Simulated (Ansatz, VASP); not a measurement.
CuI: VASP beside Ansatz

Contents of INCAR:

```
ALGO     = Normal         # electronic algorithm
EDIFF    = 1E-7           # SCF threshold, eV
ENCUT    = 520            # plane-wave cutoff, eV
GGA      = PE             # functional
ISIF     = 2              # what is computed and relaxed
ISMEAR   = 0              # smearing method
LASPH    = True           # aspherical terms in the spheres
LCHARG   = True           # write CHGCAR
LELF     = True           # ELF
LREAL    = False          # projectors in reciprocal space
LVHAR    = True         
LWAVE    = False          # write WAVECAR
NBANDS   = 16             # bands
NELM     = 80             # most SCF steps
PREC     = Accurate       # precision mode
SIGMA    = 0.05           # smearing width, eV
```

Contents of KPOINTS:

```
k-points
0
Gamma
  8 8 8
```

File POSCAR:

```
CuI
1.0
    0.0000000000      3.1433723083      3.1433723083
    3.1433723083      0.0000000000      3.1433723083
    3.1433723083      3.1433723083      0.0000000000
Cu I
1 1
Direct
    0.7500000000      0.7500000000      0.7500000000
    0.0000000000      0.0000000000      0.0000000000
```

Input for Ansatz:

```yaml
crystal:
  lattice:
    - [0.0, 3.1433723083, 3.1433723083]
    - [3.1433723083, 0.0, 3.1433723083]
    - [3.1433723083, 3.1433723083, 0.0]
  atoms:
    - { symbol: Cu, position: [0.75, 0.75, 0.75] }
    - { symbol: I, position: [0.0, 0.0, 0.0] }
basis:
  ecutwfc: 520.0
kpoints:
  mp_grid: { grid: [8, 8, 8] }
hamiltonian:
  xc: pbe
scf:
  occupations: { method: gaussian, width: 0.05 }
output:
  forces: true
  stress: true
  eigenvalues: true
```

Alike in both runs: task single point; functional PBE; k mesh 8 × 8 × 8; occupations gaussian, width 0.05 eV; no spin polarisation.

```csv
,VASP,Ansatz
version,VASP 6.6.1,Ansatz 0.2.0
potentials or method,"VASP PAW PBE potentials, release 64 (Cu, I), cutoff 520 eV","scalar-relativistic, plane waves, PAW"
valence electrons in the cell,18,36
```

|  | VASP | Ansatz | Ansatz less VASP |
| --- | --- | --- | --- |
| gap on the k mesh at the Fermi level (eV) | 0.89 | 0.87 | -0.016 |
| least direct gap on the mesh (eV) | 0.89 | 0.87 | -0.016 |
| pressure (GPa) | -3.0 | -3.0 | -0.02 |

The functional is the same, so the differences come from potentials, cutoffs and numerics. VASP's potentials hold 18 valence electrons a cell and Ansatz's 36, so a difference there can come from the potentials and not from the codes.

Neither program's run includes spin-orbit coupling.
